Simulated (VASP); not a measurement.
Crystal: Pb.

```
Pb
1.0
     3.48000    0.00000    0.00000
    -1.74000    3.01377    0.00000
     0.00000    0.00000    5.59000
Pb
2
Direct
  0.66667 0.33333 0.75000
  0.33333 0.66667 0.25000
```

This isn't the form of Pb at room conditions, which is fcc.

* Program: VASP 6.6.1
* Task: relaxation of cell and atoms
* Functional: LDA
* Potentials or basis: VASP PAW LDA potentials, release 64 (Pb_d)
* Cutoff: 600 eV
* k mesh: 9 × 9 × 5
* Occupations: fermi-dirac, width 0.05 eV
* Spin: no spin polarisation

At the start: pressure -0.7 GPa; volume 29.31 Å³/atom.

Q: How do energy, volume and symmetry change on relaxing?

A: Over 6 steps the energy falls by 15.1 meV/atom and the volume is 28.95 Å³/atom (-1.2 %); space group P6_3/mmc (No. 194, to 0.1 Å) before and after.

Step by step:
```
step  energy change (eV)  largest force (eV/Å)  pressure (GPa)  volume (Å³)
   1              0.0000                0.0000           -0.67        58.63
   2             -0.0242                0.0000            0.30        57.58
   3             -0.0273                0.0000            0.73        57.11
   4             -0.0273                0.0000            0.80        57.04
   5             -0.0300                0.0000           -0.22        58.13
   6             -0.0302                0.0000           -0.02        57.90
```

Final structure:
```cif
data_structure
_symmetry_space_group_name_H-M 'P 1'
_symmetry_Int_Tables_number 1
_cell_length_a 3.3969
_cell_length_b 3.3969
_cell_length_c 5.7940
_cell_angle_alpha 90.000
_cell_angle_beta 90.000
_cell_angle_gamma 120.000
_cell_volume 57.90
loop_
_atom_site_label
_atom_site_type_symbol
_atom_site_fract_x
_atom_site_fract_y
_atom_site_fract_z
_atom_site_occupancy
Pb1 Pb 0.66667 0.33333 0.75000 1
Pb2 Pb 0.33333 0.66667 0.25000 1
```
